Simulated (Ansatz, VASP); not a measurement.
**Si: VASP beside Ansatz**

```
Si
1.0
     3.86854    0.00000    0.00000
    -1.93427    3.35025    0.00000
     0.00000    0.00000   26.26560
Si
8
Direct
  0.83333 0.16667 0.30875
  0.16667 0.83333 0.33375
  0.16667 0.83333 0.42524
  0.50000 0.50000 0.45470
  0.50000 0.50000 0.54530
  0.83333 0.16667 0.57476
  0.83333 0.16667 0.66625
  0.16667 0.83333 0.69125
```

Alike in both runs: task single point; functional PBE; k mesh 9 × 9 × 1; occupations fermi-dirac, width 0.02 eV; no spin polarisation.

|  | VASP | Ansatz |
| --- | --- | --- |
| version | VASP 6.6.1 | Ansatz 0.2.0 |
| potentials or method | VASP PAW PBE potentials, release 64 (Si), cutoff 520 eV | all-electron LAPW, scalar-relativistic |

|  | VASP | Ansatz | Ansatz less VASP |
| --- | --- | --- | --- |
| rms of the force components (eV/Å) | 0.003 | 0.002 | -0.0015 |

Atom by atom the forces differ by 0.002 eV/Å (rms over components). Ansatz ran all-electron here, and VASP with PAW potentials.
